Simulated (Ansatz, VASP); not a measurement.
# Two plane-wave programs on AlNi

```
Al Ni
1.0
     2.86182    0.00000    0.00000
     0.00000    2.86182    0.00000
     0.00000    0.00000    2.86182
Al Ni
1 1
Cartesian
  -0.0950 -0.0380 0.0000
  1.4746 1.4484 1.4309
```

Change from the starting cell: mode 4 frozen in at -0.095 Å and mode 5 at -0.038 Å (largest displacements).

Alike in both runs: task single point; functional PBEsol; k mesh 16 × 16 × 16; occupations gaussian, width 0.15 eV; no spin polarisation.

|  | VASP | Ansatz |
| --- | --- | --- |
| version | VASP 6.6.1 | Ansatz 0.2.0 |
| potentials or method | VASP PAW PBE potentials, release 64 (Al, Ni), cutoff 520 eV | scalar-relativistic, plane waves, PAW |
| valence electrons in the cell | 13 | 21 |

VASP gave:

| Quantity | Value |
| --- | --- |
| gap on the k mesh at the Fermi level (eV) | none |
| pressure (GPa) | 1.9 |
| traceless stress, the component that is largest in VASP (GPa) | 1.18 |
| rms of the force components (eV/Å) | 0.549 |

What did Ansatz give for the same quantities?

gap on the k mesh at the Fermi level (eV): none; pressure (GPa): 1.6; traceless stress, the component that is largest in VASP (GPa): 1.17; rms of the force components (eV/Å): 0.545.

VASP's potentials were made for PBE, not for PBEsol, and Ansatz warns of the same on its side. Atom by atom the forces differ by 0.004 eV/Å (rms over components). A gap of «none» marks a metal or a gap that the smearing closes. The functional is the same, so the differences come from potentials, cutoffs and numerics. VASP's potentials hold 13 valence electrons a cell and Ansatz's 21, so a difference there can come from the potentials and not from the codes.
